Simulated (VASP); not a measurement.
Input of a VASP 6.6.1 run:

The input INCAR:

```
PREC     = Accurate       # precision mode
ENCUT    = 700            # plane-wave cutoff, eV
EDIFF    = 1E-6           # SCF threshold, eV
ISMEAR   = 0              # smearing method
SIGMA    = 0.1            # smearing width, eV
LREAL    = False          # projectors in reciprocal space
LASPH    = True           # aspherical terms in the spheres
NELM     = 200            # most SCF steps
ALGO     = Normal         # electronic algorithm
ISIF     = 2              # what is computed and relaxed
LWAVE    = False          # write WAVECAR
LCHARG   = False          # write CHGCAR
ISPIN    = 2              # spin polarisation
MAGMOM   = 0 1 0 0 0 0 0 0 0 0 # initial moments
LORBIT   = 11             # projections on sites
LMAXMIX  = 4              # l up to which the mixer works
GGA      = PE             # functional
NBANDS   = 44             # bands
GGA_COMPAT= False
```

The input KPOINTS:

```
Automatic mesh
0
Gamma
  4 4 4
```

Contents of POSCAR:

```
AlPtC4N4
1.0
    5.7805298053      0.0000000000      0.0000000000
    0.0000000000      5.7805298053      0.0000000000
    0.0000000000      0.0000000000      5.7805298053
Al Pt C N
1 1 4 4
Direct
    0.5000000000      0.5000000000      0.5000000000
    0.0000000000      0.0000000000      0.0000000000
    0.1983165160      0.1983165160      0.1983165160
    0.1983165160      0.8016834840      0.8016834840
    0.8016834840      0.1983165160      0.8016834840
    0.8016834840      0.8016834840      0.1983165160
    0.3162116189      0.3162116189      0.3162116189
    0.3162116189      0.6837883811      0.6837883811
    0.6837883811      0.3162116189      0.6837883811
    0.6837883811      0.6837883811      0.3162116189
```

Potentials or basis: VASP PAW PBE potentials, release 64 (Al, Pt_sv_GW, C, N).

The run is started by

```console
$ cat potpaw_PBE.64/Al/POTCAR potpaw_PBE.64/Pt_sv_GW/POTCAR potpaw_PBE.64/C/POTCAR potpaw_PBE.64/N/POTCAR > POTCAR
$ mpirun -np 1 vasp_std > vasp.out
```

(1) Estimate the net moment.

(2) What does it give for the band gap on the k mesh?

(3) What does it give for the largest force?

(4) Predict the site moments.

Results:

(1) 0.99 μB per cell.

(2) zero (filled and empty bands overlap).

(3) 0.273 eV/Å.

(4) Al +0.00; Pt +0.42; C +0.02; N +0.04 μB.

Caveat: spin-orbit coupling is left out, which moves the levels of the heavy elements.
